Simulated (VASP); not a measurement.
Wanted: the native input for a VASP 6.6.1 run.

```
Task                      : relaxation of the atoms
Functional                : PBEsol
Potentials or basis       : VASP PAW PBE potentials, release 64 (Co, Al, H)
Cutoff                    : 520 eV
k mesh                    : 10 × 10 × 1
Occupations               : gaussian, width 0.1 eV
Spin                      : no spin polarisation
Dipole correction         : yes
Atoms held fixed (from 0) : [0, 1, 4]
Further INCAR settings    : ALGO = Fast; EDIFF = 1e-06; IBRION = 2; EDIFFG = -0.03; NSW = 90
```

The structure of Al3Co4H lies in POSCAR:

```
Al3Co4H
1.0
    2.8225855360      0.0000000000      0.0000000000
    0.0000000000      2.8225855360      0.0000000000
    0.0000000000      0.0000000000     27.4677566081
Co Al H
4 3 1
Selective dynamics
Direct
    0.5000000000      0.5000000000      0.3094537396  F F F
    0.5000000000      0.5000000000      0.4122136983  F F F
    0.5000000000      0.5000000000      0.5138768468  T T T
    0.5000000000      0.5000000000      0.6131193385  T T T
    0.0000000000      0.0000000000      0.3608337189  F F F
    0.0000000000      0.0000000000      0.4634654976  T T T
    0.0000000000      0.0000000000      0.5671757012  T T T
    0.0000000000      0.0000000000      0.6225849823  T T T
```

These files were run (other wordings do the same):

INCAR

```
SYSTEM = Al3Co4H
PREC     = Accurate       ! precision mode
ENCUT    = 520            ! plane-wave cutoff, eV
EDIFF    = 1E-6           ! SCF threshold, eV
ISMEAR   = 0              ! smearing method
SIGMA    = 0.1            ! smearing width, eV
LREAL    = .FALSE.        ! projectors in reciprocal space
LASPH    = .TRUE.         ! aspherical terms in the spheres
NELM     = 80             ! most SCF steps
ALGO     = Fast           ! electronic algorithm
ISIF     = 2              ! what is computed and relaxed
LWAVE    = .FALSE.        ! write WAVECAR
LCHARG   = .FALSE.        ! write CHGCAR
LDIPOL   = .TRUE.       
IDIPOL   = 3            
DIPOL    = 0.5 0.5 0.483
GGA      = PS             ! functional
IBRION   = 2              ! ionic algorithm
NSW      = 90             ! ionic steps
EDIFFG   = -0.03          ! ionic threshold
```

KPOINTS

```
regular mesh
0
G
  10 10 1
  0 0 0
```

Potentials or basis: VASP PAW PBE potentials, release 64 (Co, Al, H).

Run with:

```bash
$ cat potpaw_PBE.64/Co/POTCAR potpaw_PBE.64/Al/POTCAR potpaw_PBE.64/H/POTCAR > POTCAR
$ mpirun -np 1 vasp_std > vasp.out
```

Results of the run:

```json
{
 "Energy gained by relaxing": "62.9 meV/atom",
 "Ionic steps": "15",
 "Band gap on the k mesh": "zero (bands 23 and 24 overlap by 0.85 eV)"
}
```

Caveat: the run has no spin polarisation, though such a crystal can be magnetic.

Wall time 59 min on 1 thread of Oxide Virtual Turin-like Processor (shared host), peak memory 0.41 GiB.
